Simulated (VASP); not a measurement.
**Si: single point with PBE**

Si:

```
Si
1.0
     0.00000    2.62549    2.73488
     2.62549    0.00000    2.73488
     2.62549    2.62549    0.00000
Si
2
Direct
  0.50219 0.49781 0.49781
  0.74781 0.75219 0.75219
```

| Item | Value |
| --- | --- |
| Program | VASP 6.6.1 |
| Task | single point |
| Functional | PBE |
| Potentials or basis | VASP PAW PBE potentials, release 64 (Si) |
| Cutoff | 520 eV |
| k mesh | 8 × 8 × 8 |
| Occupations | gaussian, width 0.05 eV |
| Spin | no spin polarisation |

```json
{"Pressure": "8.5 GPa", "Largest force": "0.348 eV/Å", "Band gap on the k mesh": "0.24 eV, indirect (least direct gap 2.38 eV)"}
```

Forces on the atoms (eV/Å):
```
Si   0.348  0.000  0.000
Si  -0.348  0.000  0.000
```

Stress tensor (GPa, compression positive):
```
 9.90  0.00  0.00
 0.00  9.95 -1.25
 0.00 -1.25  5.74
```

Levels at points of the mesh, in eV from the valence-band top:
| k point | band 1 | band 2 | band 3 | band 4 | band 5 | band 6 | band 7 | band 8 | band 9 |
| --- | --- | --- | --- | --- | --- | --- | --- | --- | --- |
| (0.00, 0.00, 0.00) | -12.53 | -0.38 | -0.04 | 0.00 | 2.38 | 2.40 | 2.57 | 3.91 | 7.21 |
| (0.50, 0.00, 0.00) | -10.06 | -7.35 | -1.65 | -1.16 | 1.52 | 3.08 | 3.30 | 7.66 | 10.40 |
| (0.00, 0.00, 0.50) | -10.01 | -7.46 | -1.57 | -1.19 | 1.54 | 3.06 | 3.41 | 7.70 | 10.29 |
| (0.50, 0.50, 0.00) | -8.33 | -8.33 | -2.93 | -2.93 | 0.67 | 0.67 | 10.55 | 10.55 | 10.90 |
| (0.50, 0.00, 0.50) | -8.07 | -8.07 | -3.26 | -3.26 | 0.33 | 0.33 | 10.14 | 10.14 | 11.38 |
| (0.00, 0.50, 0.50) | -8.14 | -8.00 | -3.30 | -3.22 | 0.28 | 0.39 | 10.13 | 10.16 | 11.39 |

It took 25 s on 1 thread of Intel(R) Xeon(R) Platinum 8488C (Sapphire Rapids), on a shared host, peak memory 0.18 GiB.

A k mesh can miss the band edges.
